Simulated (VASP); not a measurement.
Wanted: the native input for a VASP 6.6.1 run.

* Task: single point
* Functional: PBE
* Potentials or basis: VASP PAW PBE potentials, release 64 (Pb_d, S)
* Cutoff: 520 eV
* k mesh: 6 × 6 × 4
* Occupations: gaussian, width 0.1 eV
* Spin: no spin polarisation
* Dipole correction: no
* Further INCAR settings: ALGO = Normal; EDIFF = 1e-06; NBANDS = 28

The structure of PbS lies in POSCAR:

```
PbS
1.0
    4.5030000000      0.0000000000      0.0000000000
   -2.2515000000      3.8997123900      0.0000000000
    0.0000000000      0.0000000000      7.4088481300
Pb S
2 2
Direct
    0.3333333300      0.6666666700      0.3731349300
    0.6666666700      0.3333333300      0.8731349300
    0.3333333300      0.6666666700      0.0000000000
    0.6666666700      0.3333333300      0.5000000000
```

These files were run (other wordings do the same):

INCAR

```
ALGO = Normal
EDIFF = 1E-6
ENCUT = 520
GGA = PE
ISIF = 2
ISMEAR = 0
LASPH = True
LCHARG = False
LREAL = False
LWAVE = False
NBANDS = 28
NELM = 80
PREC = Accurate
SIGMA = 0.1
```

KPOINTS

```
k-points
0
Gamma
  6 6 4
```

Potentials or basis: VASP PAW PBE potentials, release 64 (Pb_d, S).

Run with:

```console
$ cat potpaw_PBE.64/Pb_d/POTCAR potpaw_PBE.64/S/POTCAR > POTCAR
$ mpirun -np 1 vasp_std > vasp.out
```

Results of the run:

| Item | Value |
| --- | --- |
| Pressure | 4.8 GPa |
| Largest force | 0.018 eV/Å |
| Band gap on the k mesh | 1.77 eV, indirect (least direct gap 1.96 eV) |

Caveat: spin-orbit coupling is left out, which moves the levels of the heavy elements.

It took 45 s on 1 thread of AMD EPYC 9R45 (Zen 5), on a shared host, peak memory 0.24 GiB.
